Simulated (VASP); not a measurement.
# Sr (Fm-3m) in VASP: notebook

Sr is run at these levels: LDA; tasks: electric field gradients.

All numbers are computed with VASP 6.6.1; they aren't measurements. Logs are shortened: lines on timing, memory, paths and dates and some standing lists are left out, and cuts for length are marked.

## Step 1: The cell of the first run

The structure is cubic, space group Fm-3m (No. 225). The conventional cell has a = 6.044 Å, b = 6.044 Å, c = 6.044 Å, α = 90.00°, β = 90.00°, γ = 90.00°. Sr (site symmetry m-3m) has 12 Sr at 4.27 Å within 5.6 Å.

## Step 2: Electric field gradients, LDA (volume scaled by 0.98)

INCAR

```
  ALGO = Normal
  EDIFF = 1E-8
  ENCUT = 520
  GGA = CA
  ISIF = 2
  ISMEAR = -1
  LASPH = T
  LCHARG = F
  LEFG = T
  LREAL = F
  LWAVE = F
  NBANDS = 11
  NELM = 100
  PREC = Accurate
  SIGMA = 0.08
```

KPOINTS

```
k-points
0
Gamma
  10 10 10
```

POSCAR

```
Sr
1.0
    0.0000000000      3.0219309284      3.0219309284
    3.0219309284      0.0000000000      3.0219309284
    3.0219309284      3.0219309284      0.0000000000
Sr
1
Direct
    0.0000000000      0.0000000000      0.0000000000
```

Potentials or basis: VASP PAW LDA potentials, release 64 (Sr_sv).

Launch:

```console
> cat potpaw_LDA.64/Sr_sv/POTCAR > POTCAR
> mpirun -np 1 vasp_std > vasp.out
```

OUTCAR:

```text
EDIFF = 1E-8
   ENCUT = 520
   GGA = CA
   ISIF = 2
   ISMEAR = -1
   LASPH = T
   LREAL = F
   NELM = 100
   PREC = Accurate

 ion  position               nearest neighbor table
   1  0.000  0.000  0.000-

  LATTYP: Found a face centered cubic cell.
 ALAT       =     6.0438618568

  Lattice vectors:

 A1 = (   0.0000000000,   3.0219309284,   3.0219309284)
 A2 = (   3.0219309284,   0.0000000000,   3.0219309284)
 A3 = (   3.0219309284,   3.0219309284,   0.0000000000)

Analysis of symmetry for initial positions (statically):
=====================================================================
 Subroutine PRICEL returns:
 Original cell was already a primitive cell.

 Routine SETGRP: Setting up the symmetry group for a
 face centered cubic supercell.

 Subroutine GETGRP returns: Found 48 space group operations
 (whereof 48 operations were pure point group operations)
 out of a pool of 48 trial point group operations.

The static configuration has the point symmetry O_h .

Analysis of symmetry for dynamics (positions and initial velocities):
=====================================================================
 Subroutine PRICEL returns:
 Original cell was already a primitive cell.

 Routine SETGRP: Setting up the symmetry group for a
 face centered cubic supercell.

 Subroutine GETGRP returns: Found 48 space group operations
 (whereof 48 operations were pure point group operations)
 out of a pool of 48 trial point group operations.

The dynamic configuration has the point symmetry O_h .

 Subroutine INISYM returns: Found 48 space group operations
 (whereof 48 operations are pure point group operations),
 and found     1 'primitive' translations

----------------------------------------------------------------------------------------

                                     Primitive cell

  volume of cell :      55.1929

  direct lattice vectors                    reciprocal lattice vectors
     0.000000000  3.021930928  3.021930928    -0.165457124  0.165457124  0.165457124
     3.021930928  0.000000000  3.021930928     0.165457124 -0.165457124  0.165457124
     3.021930928  3.021930928  0.000000000     0.165457124  0.165457124 -0.165457124

  length of vectors
     4.273655703  4.273655703  4.273655703     0.286580145  0.286580145  0.286580145

  position of ions in fractional coordinates (direct lattice)
     0.000000000  0.000000000  0.000000000

  ion indices of the primitive-cell ions
   primitive index   ion index
                 1           1

----------------------------------------------------------------------------------------

 KPOINTS: k-points

Automatic generation of k-mesh.
 Grid dimensions read from file:
 generate k-points for:   10   10   10

 Generating k-lattice:

  Cartesian coordinates                     Fractional coordinates (reciprocal lattice)
    -0.016545712  0.016545712  0.016545712     0.100000000  0.000000000  0.000000000
     0.016545712 -0.016545712  0.016545712     0.000000000  0.100000000  0.000000000
     0.016545712  0.016545712 -0.016545712     0.000000000  0.000000000  0.100000000

  Length of vectors
     0.028658015  0.028658015  0.028658015

  Shift w.r.t. Gamma in fractional coordinates (k-lattice)
     0.000000000  0.000000000  0.000000000

 Subroutine IBZKPT returns following result:
 ===========================================

 Found     47 irreducible k-points:

 Following reciprocal coordinates:
            Coordinates               Weight
  0.000000  0.000000  0.000000      1.000000
  0.100000  0.000000  0.000000      8.000000
  0.200000  0.000000  0.000000      8.000000
  0.300000  0.000000  0.000000      8.000000
  0.400000  0.000000  0.000000      8.000000
  0.500000  0.000000  0.000000      4.000000
[... 16 lines left out ...]
  0.300000  0.300000  0.000000      6.000000
  0.400000  0.300000  0.000000     24.000000
 [... further k-points ...]
   k-points           NKPTS =     47   k-points in BZ     NKDIM =     47   number of bands    NBANDS=     11
   number of dos      NEDOS =    301   number of ions     NIONS =      1
   total plane-waves  NPLWV =  32768
   dimension x,y,z NGX =    32 NGY =   32 NGZ =   32
   dimension x,y,z NGXF=    64 NGYF=   64 NGZF=   64
   ions per type =               1
   NGX,Y,Z   is equivalent  to a cutoff of  12.45, 12.45, 12.45 a.u.
   NGXF,Y,Z  is equivalent  to a cutoff of  24.90, 24.90, 24.90 a.u.
 SYSTEM =  unknown system
   PREC   = accura    normal or accurate (medium, high low for compatibility)
   ISTART =      0    job   : 0-new  1-cont  2-samecut
   ICHARG =      2    charge: 1-file 2-atom 10-const
   ISPIN  =      1    spin polarized calculation?
   LNONCOLLINEAR =      F non collinear calculations
   LSORBIT =      F    spin-orbit coupling
   LASPH  =      T    aspherical Exc in radial PAW
   ENCUT  =  520.0 eV  38.22 Ry    6.18 a.u.   7.95  7.95  7.95*2*pi/ulx,y,z
   NELM   =    100;   NELMIN=  2; NELMDL= -5     # of ELM steps
   EDIFF  = 0.1E-07   stopping-criterion for ELM
   LREAL  =      F    real-space projection
   EDIFFG = 0.1E-06   stopping-criterion for IOM
   NSW    =      0    number of steps for IOM
   IBRION =     -1    ionic relax: 0-MD 1-quasi-New 2-CG
   NFREE  =      0    steps in history (QN), initial steepest desc. (CG)
   ISIF   =      2    stress and relaxation
   ISYM   =      2    0-nonsym 1-usesym 2-fastsym
   POTIM  = 0.5000    time-step for ionic-motion
   TEBEG  =    0.0;   TEEND  =   0.0 temperature during run
   PSTRESS=    0.0 pullay stress
   NELECT =      10.0000    total number of electrons
   NUPDOWN=      -1.0000    fix difference up-down
   EMIN   =  10.00;   EMAX   =-10.00  energy-range for DOS
   EFERMI =   0.00;   METHOD = LEGACY
   ISMEAR =    -1;   SIGMA  =   0.08  broadening in eV -4-tet -1-fermi 0-gaus
   EFERMI_NEDOS =   21; number of points for ismear=-14 and -15
   IALGO  =     38    algorithm
   IMIX   =      4    mixing-type and parameters
     AMIX     =   0.40;   BMIX     =  1.00
     AMIX_MAG =   1.60;   BMIX_MAG =  1.00
  volume/ion in A,a.u.               =      55.19       372.46
  Fermi-wavevector in a.u.,A,eV,Ry     =   0.926361  1.750569 11.675769  0.858145
  Thomas-Fermi vector in A             =   2.052315
   LORBIT       =      0    0 simple, 1 ext, 2 COOP (PROOUT), +10 PAW based schemes
   GGA     = CA    functional components
   LHFCALC =     F    Hartree Fock is set to
   AEXX    =    0.0000 exact exchange contribution
   IVDW    =     0    specifies the selected vdW correction
   LEPSILON=     F    determine dielectric tensor
   LRPA    =     F    only Hartree local field effects (RPA)
 non-spin polarized calculation
  energy-cutoff  :      520.00
  volume of cell :       55.19
 maximum number of plane-waves:      1524
   NGX = 15   NGY = 15   NGZ = 15

 number of electron      10.0000000 magnetization

 Free energy of the ion-electron system (eV)
  ---------------------------------------------------
  ext. energy  EPLUGINS =         0.00000000
  ---------------------------------------------------
  free energy    TOTEN  =        -1.87837374 eV

  energy without entropy =       -1.85075989  energy(sigma->0) =       -1.86456681

 E-fermi :   1.4142     XC(G=0):  -7.5459

 val. band max:        1.3720109130   @ k =  -0.3000   0.5000   0.2000
 cond. band min:       1.4163104563   @ k =  -0.3000   0.4000   0.1000
 fundamental gap:      0.0442995433
 Fermi energy:         1.4142423274

 k-point     1 :       0.0000    0.0000    0.0000
  band No.  band energies     occupation
      1     -35.0592      2.00000
      2     -17.0431      2.00000
      3     -17.0431      2.00000
      4     -17.0431      2.00000
      5      -2.2481      2.00000
      6       3.6424      0.00000
      7       3.6424      0.00000
      8       3.6424      0.00000
      9       5.0884      0.00000
     10       5.0884      0.00000
     11       8.5719      0.00000

 k-point     2 :       0.1000    0.0000    0.0000
  band No.  band energies     occupation
      1     -35.0579      2.00000
      2     -17.0626      2.00000
      3     -17.0457      2.00000
      4     -17.0457      2.00000
      5      -2.0870      2.00000
      6       3.4116      0.00000
      7       3.7161      0.00000
      8       3.7161      0.00000
      9       4.9971      0.00000
     10       4.9971      0.00000
     11       8.9641      0.00000
[... 295 lines left out ...]
 k-point    24 :       0.4000    0.3000    0.0000
  band No.  band energies     occupation
      1     -35.0441      2.00000
      2     -17.1946      2.00000
      3     -17.1051      2.00000
      4     -17.0989      2.00000
      5       0.0328      2.00000
      6       1.9822      0.00165
      7       2.7129      0.00000
      8       4.7917      0.00000
      9       5.1442      0.00000
     10       6.0355      0.00000
     11       7.6765      0.00000

 [... further k-points ...]
[... 5 lines left out ...]
  --------------------------------------------------------------------------------------
  -------------------------------------------------------------------------------------
  Total       -0.4792196     -0.4792196     -0.4792196      0.0000000     -0.0000000      0.0000000
  in kB      -13.9111029    -13.9111029    -13.9111029      0.0000000     -0.0000000      0.0000000
  external PRESSURE =     -13.9111029 kB  Pullay stress =       0.0000000 kB

 VOLUME and BASIS-vectors are now :
 -----------------------------------------------------------------------------
  energy-cutoff  :      520.00
  volume of cell :       55.19
      direct lattice vectors                 reciprocal lattice vectors
     0.000000000  3.021930928  3.021930928    -0.165457124  0.165457124  0.165457124
     3.021930928  0.000000000  3.021930928     0.165457124 -0.165457124  0.165457124
     3.021930928  3.021930928  0.000000000     0.165457124  0.165457124 -0.165457124

 POSITION                                       TOTAL-FORCE (eV/Angst)
 -----------------------------------------------------------------------------------
      0.00000      0.00000      0.00000        -0.000000     -0.000000      0.000000
 -----------------------------------------------------------------------------------
    total drift:                                0.000000      0.000000      0.000000

  FREE ENERGIE OF THE ION-ELECTRON SYSTEM (eV)
  ---------------------------------------------------
  free  energy   TOTEN  =        -1.8783737409 eV

  energy  without entropy=       -1.8507598882  energy(sigma->0) =       -1.86456681

 Electric field gradients (V/A^2)
---------------------------------------------------------------------
 ion       V_xx      V_yy      V_zz      V_xy      V_xz      V_yz
---------------------------------------------------------------------
   1      -0.000    -0.000    -0.000    -0.000    -0.000    -0.000
---------------------------------------------------------------------

 Electric field gradients after diagonalization (V/A^2)
 (convention: |V_zz| > |V_xx| > |V_yy|)
----------------------------------------------------------------------
 ion       V_xx      V_yy      V_zz     asymmetry (V_yy - V_xx)/ V_zz
----------------------------------------------------------------------
   1       0.000     0.000    -0.000       0.000
----------------------------------------------------------------------

           NMR quadrupolar parameters

 Cq : quadrupolar parameter    Cq=e*Q*V_zz/h
 eta: asymmetry parameters     (V_yy - V_xx)/ V_zz
 Q  : nuclear electric quadrupole moment in mb (millibarn)
----------------------------------------------------------------------
 ion       Cq(MHz)       eta       Q (mb)
----------------------------------------------------------------------
   1      -0.000       0.000       1.000
----------------------------------------------------------------------
```

Run time: 12 s. Hardware: 1 thread of Intel Xeon Platinum 8375C at 2.90GHz (Ice Lake), shared host; peak memory 0.16 GiB.

Results:

- Free energy: -1.8784 eV
- Pressure: -1.4 GPa
- Band gap on the k mesh: zero (band 5 reaches 1.46 eV, above the bottom of band 6 at 1.42 eV)

Caveat: without QUAD_EFG the Cq values of the log hold for a quadrupole moment of 1 mb, not for the nuclei.

[end of part 1 of 3]
